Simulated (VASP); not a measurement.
Write the native input for VASP 6.6.1 that does the following.

```
Task                   : relaxation of cell and atoms
Functional             : r2SCAN
Potentials or basis    : VASP PAW PBE potentials, release 64 (Al, Ga_d, N)
Cutoff                 : 600 eV
k mesh                 : 6 × 6 × 6
Occupations            : gaussian, width 0.02 eV
Spin                   : no spin polarisation
Target pressure        : 2 GPa
Dipole correction      : no
Further INCAR settings : ALGO = Normal; EDIFF = 1e-06; IBRION = 2; EDIFFG = -0.008; NSW = 70; ISIF = 3
```

The system is Al3GaN4.

```
Al Ga N
1.0
     4.37312    0.00000    0.00000
     0.00000    4.37312    0.00000
     0.00000    0.00000    4.37312
Al Ga N
3 1 4
Direct
  0.50000 0.50000 0.00000
  0.50000 0.00000 0.50000
  0.00000 0.50000 0.50000
  0.00000 0.00000 0.00000
  0.74446 0.74446 0.25554
  0.74446 0.25554 0.74446
  0.25554 0.74446 0.74446
  0.25554 0.25554 0.25554
```

These files were run (other wordings do the same):

POSCAR

```
Al3GaN4
1.0
    4.3731178858      0.0000000000      0.0000000000
    0.0000000000      4.3731178858      0.0000000000
    0.0000000000      0.0000000000      4.3731178858
Al Ga N
3 1 4
Direct
    0.5000000000      0.5000000000      0.0000000000
    0.5000000000      0.0000000000      0.5000000000
    0.0000000000      0.5000000000      0.5000000000
    0.0000000000      0.0000000000      0.0000000000
    0.7444581602      0.7444581602      0.2555418398
    0.7444581602      0.2555418398      0.7444581602
    0.2555418398      0.7444581602      0.7444581602
    0.2555418398      0.2555418398      0.2555418398
```

INCAR.step1

```
PREC = Accurate
ENCUT = 600
ISMEAR = 0
SIGMA = 0.02
LREAL = F
LASPH = T
NELM = 100
GGA = PE
ALGO = Normal
EDIFF = 1E-4
LWAVE = T
LCHARG = F
```

INCAR.step2

```
PREC = Accurate
ENCUT = 600
EDIFF = 1E-6
ISMEAR = 0
SIGMA = 0.02
LREAL = F
LASPH = T
NELM = 100
ALGO = Normal
ISIF = 3
LWAVE = F
LCHARG = F
METAGGA = R2SCAN
LMIXTAU = T
IBRION = 2
NSW = 70
EDIFFG = -0.008
PSTRESS = 20.0
ISTART = 1
```

KPOINTS

```
Automatic mesh
0
Gamma
  6 6 6
```

Potentials or basis: VASP PAW PBE potentials, release 64 (Al, Ga_d, N).

Run with:

```bash
$ cat potpaw_PBE.64/Al/POTCAR potpaw_PBE.64/Ga_d/POTCAR potpaw_PBE.64/N/POTCAR > POTCAR
$ cp INCAR.step1 INCAR
$ mpirun -np 1 vasp_std > vasp.out
$ cp INCAR.step2 INCAR
$ mpirun -np 1 vasp_std > vasp.out
```

It gave:

```
Relaxed volume                                         : 10.56 Å³/atom
Relaxed cell                                           : a = 4.388 Å, b = 4.388 Å, c = 4.388 Å, α = 90.00°, β = 90.00°, γ = 90.00°
Space group after relaxing (to 0.05 Å)                 : P-43m (No. 215)
Energy change on relaxing (the enthalpy is what falls) : -2.1 meV/atom
Ionic steps                                            : 5
Pressure after relaxing                                : 2.0 GPa
Band gap on the k mesh                                 : 4.02 eV, direct
```

Caveat: the cell is relaxed towards a set pressure, so the enthalpy falls and the energy may rise; the PAW data sets were made with another functional, which shifts forces and pressure a little.

Wall time 6.1 min on 1 thread of Intel(R) Xeon(R) Platinum 8488C (Sapphire Rapids), with other jobs on the host, peak memory 0.26 GiB.
